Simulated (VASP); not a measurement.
A run of VASP 6.6.1 is set up as follows.

INCAR

```
PREC = Accurate
ENCUT = 520
EDIFF = 1E-6
ISMEAR = -1
SIGMA = 0.05
LREAL = F
LASPH = T
NELM = 60
ALGO = Normal
ISIF = 2
LWAVE = F
LCHARG = F
GGA = PS
NBANDS = 21
```

File KPOINTS:

```
Automatic mesh
0
Gamma
  18 18 10
```

Contents of POSCAR:

```
Ru
1.0
    2.4022562602      0.0000000000      0.0000000000
   -1.2011281301      2.0804149477      0.0000000000
    0.0000000000      0.0000000000      3.8375947298
Ru
2
Direct
    0.3333333333      0.6666666667      0.2500000000
    0.6666666667      0.3333333333      0.7500000000
```

Potentials or basis: VASP PAW PBE potentials, release 64 (Ru_pv).

Launch:

```bash
$ cat potpaw_PBE.64/Ru_pv/POTCAR > POTCAR
$ mpirun -np 1 vasp_std > vasp.out
```

Q: What does it give for the pressure?

A: 247.1 GPa.

Q: What does it give for the band gap on the k mesh?

A: Zero (band 14 reaches 22.81 eV, above the bottom of band 15 at 17.40 eV).

Stress tensor (GPa, compression positive):
```
247.02   0.00   0.00
  0.00 247.02   0.00
  0.00   0.00 247.20
```

Caveat: the PAW data sets were made with another functional, which shifts forces and pressure a little.
